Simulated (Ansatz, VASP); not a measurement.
## Ca: VASP beside Ansatz

```
Ca
1.0
    -2.21147    2.21147    2.21147
     2.21147   -2.21147    2.21147
     2.21147    2.21147   -2.21147
Ca
1
Direct
  0.00000 0.00000 0.00000
```

Alike in both runs: task single point; functional PBE; k mesh 6 × 6 × 6; occupations gaussian, width 0.05 eV; no spin polarisation.

|  | VASP | Ansatz |
| --- | --- | --- |
| version | VASP 6.6.1 | Ansatz 0.2.0 |
| potentials or method | VASP PAW PBE potentials, release 64 (Ca_sv), cutoff 500 eV | scalar-relativistic, plane waves, PAW |
| valence electrons in the cell | 10 | 10 |

|  | VASP | Ansatz | Ansatz less VASP |
| --- | --- | --- | --- |
| gap on the k mesh at the Fermi level (eV) | none | none | - |
| pressure (GPa) | -0.3 | -0.3 | -0.01 |

A gap of «none» marks a metal or a gap that the smearing closes. The functional is the same, so the differences come from potentials, cutoffs and numerics.
